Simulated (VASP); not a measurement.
A run of VASP 6.6.1 is set up as follows.

INCAR

```
SYSTEM = Hg
PREC = Accurate
ENCUT = 520
EDIFF = 1E-8
ISMEAR = -1
SIGMA = 0.05
LREAL = .False.
LASPH = .True.
NELM = 100
ALGO = Normal
ISIF = 2
LWAVE = .False.
LCHARG = .False.
GGA = PS
LEFG = .True.
NBANDS = 25
```

File KPOINTS:

```
Automatic mesh
0
Gamma
  8 8 9
  0 0 0
```

File POSCAR:

```
Hg
1.0
    4.5400020208      0.0454000202      0.0454000202
   -2.2306834396      3.9090570731      0.0166175607
    0.0387000000      0.0387000000      3.8700000000
Hg
3
Direct
    0.3333333333      0.6666666667      0.5000000000
    0.0000000000      0.0000000000      0.0000000000
    0.6666666667      0.3333333333      0.5000000000
```

Potentials or basis: VASP PAW PBE potentials, release 64 (Hg).

Command:

```sh
$ cat potpaw_PBE.64/Hg/POTCAR > POTCAR
$ mpirun -np 1 vasp_std > vasp.out
```

Problem. Estimate the band gap on the k mesh.

Solution. Zero (bands 18 and 19 overlap by 5.10 eV).

Problem. Estimate the pressure.

Solution. 8.7 GPa.

Stress tensor (GPa, compression positive):
```
13.15 -0.73  0.12
-0.73 13.08  0.11
 0.12  0.11 -0.17
```

Caveat: the cell differs from its parent crystal (equal xy, yz and zx shear strains of +2 %); the stress differs along the axes, from -0 to 13 GPa; without QUAD_EFG the Cq values of the log hold for a quadrupole moment of 1 mb, not for the nuclei; the PAW data sets were made with another functional, which shifts forces and pressure a little; spin-orbit coupling is left out, which moves the levels of the heavy elements.
